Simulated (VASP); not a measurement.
Pt, 1 atom in the cell. It takes space group Im-3m (No. 229, cubic). The conventional cell has a = 3.246 Å, b = 3.246 Å, c = 3.246 Å, α = 90.00°, β = 90.00°, γ = 90.00°. Within 3.7 Å of Pt (site symmetry m-3m) lie 14 Pt at 2.81 to 3.25 Å.  This cell differs from its parent crystal: volume scaled by 1.08.

- Program: VASP 6.6.1
- Task: single point
- Functional: PBE
- Potentials or basis: VASP PAW PBE potentials, release 64 (Pt)
- Cutoff: 520 eV
- k mesh: 16 × 16 × 16
- Occupations: fermi-dirac, width 0.05 eV
- Spin: collinear spin, ferromagnetic start
- Starting moments: [1.0] μB
- Dipole correction: no
- Further INCAR settings: ALGO = Normal; EDIFF = 1e-06; NBANDS = 15

Potentials or basis: VASP PAW PBE potentials, release 64 (Pt).

Command:

```bash
$ cat potpaw_PBE.64/Pt/POTCAR > POTCAR
$ mpirun -np 1 vasp_std > vasp.out
```

Hardware: 1 thread of Intel(R) Xeon(R) 6975P-C (Granite Rapids), on a shared host.

Problem. Estimate the wall time of this run.

Solution. Wall time 25 s on 1 thread of Intel(R) Xeon(R) 6975P-C (Granite Rapids), on a shared host, peak memory 0.18 GiB. Counts: scf iterations 13, k points 145.
